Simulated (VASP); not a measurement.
The system is MnHg.

```
Mn Hg
1.0
     3.28800    0.00000    0.00000
     0.00000    3.28800    0.00000
     0.00000    0.00000    3.31300
Mn Hg
1 1
Direct
  0.50000 0.50000 0.50000
  0.00000 0.00000 0.00000
```

| Quantity | Value |
| --- | --- |
| Program | VASP 6.6.1 |
| Task | relaxation of cell and atoms |
| Functional | PBE |
| Potentials or basis | VASP PAW PBE potentials, release 64 (Mn_pv, Hg) |
| Cutoff | 600 eV |
| k mesh | 12 × 12 × 12 |
| Occupations | gaussian, width 0.1 eV |
| Spin | no spin polarisation |

At the start: pressure -13.4 GPa; volume 17.91 Å³/atom.

Problem. Where does the relaxation end?

Solution. Over 7 steps the energy falls by 105.0 meV/atom and the volume is 15.72 Å³/atom (-12.2 %); space group Pm-3m (No. 221, to 0.1 Å) before and after.

The path:
```
step  energy change (eV)  largest force (eV/Å)  pressure (GPa)  volume (Å³)
   1              0.0000                0.0000          -13.39        35.82
   2             -0.0699                0.0000           17.51        28.61
   3             -0.2099                0.0000           -0.15        31.49
   4             -0.2100                0.0000            0.12        31.41
   5             -0.2100                0.0000           -0.13        31.46
   6             -0.2100                0.0000           -0.08        31.44
   7             -0.2100                0.0000            0.01        31.43
```

Final structure:
```cif
data_structure
_symmetry_space_group_name_H-M 'P 1'
_symmetry_Int_Tables_number 1
_cell_length_a 3.1488
_cell_length_b 3.1488
_cell_length_c 3.1705
_cell_angle_alpha 90.000
_cell_angle_beta 90.000
_cell_angle_gamma 90.000
_cell_volume 31.43
loop_
_atom_site_label
_atom_site_type_symbol
_atom_site_fract_x
_atom_site_fract_y
_atom_site_fract_z
_atom_site_occupancy
Mn1 Mn 0.50000 0.50000 0.50000 1
Hg1 Hg 0.00000 0.00000 0.00000 1
```

Caveat: the run has no spin polarisation, though such a crystal can be magnetic.
